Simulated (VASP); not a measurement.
Here is a VASP 6.6.1 calculation.

Contents of INCAR:

```
SYSTEM = Te2Mo
PREC = Accurate
ENCUT = 520
EDIFF = 1E-6
ISMEAR = 0
SIGMA = 0.02
LREAL = .False.
LASPH = .True.
NELM = 100
ALGO = Normal
ISIF = 2
LWAVE = .False.
LCHARG = .False.
LDIPOL = .True.
IDIPOL = 3
DIPOL = 0.5 0.5 0.500
GGA = PE
IVDW = 12
NBANDS = 20
```

File KPOINTS:

```
regular mesh
0
Gamma
  9 9 1
  0 0 0
```

Contents of POSCAR:

```
Te2Mo
1.0
    3.5970000000      0.0000000000      0.0000000000
   -1.7985000000      3.1150933774      0.0000000000
    0.0000000000      0.0000000000     33.2698832047
Te Mo
2 1
Direct
    0.3333333333      0.6666666667      0.4397052287
    0.3333333333      0.6666666667      0.5602947713
    0.6666666667      0.3333333333      0.5000000000
```

Potentials or basis: VASP PAW PBE potentials, release 64 (Te, Mo_sv).

Launch:

```bash
$ cat potpaw_PBE.64/Te/POTCAR potpaw_PBE.64/Mo_sv/POTCAR > POTCAR
$ mpirun -np 1 vasp_std > vasp.out
```

What does it give for the dispersion energy per atom?

-0.364 eV.

Estimate the band gap on the k mesh.

0.86 eV, indirect (least direct gap 1.12 eV).

What does it give for the largest force?

2.226 eV/Å.

Forces in eV/Å, atoms in the order of the input:
```
Te   0.000  0.000  2.226
Te   0.000  0.000 -2.226
Mo   0.000  0.000  0.000
```

Caveat: spin-orbit coupling is left out, which moves the levels of the heavy elements.
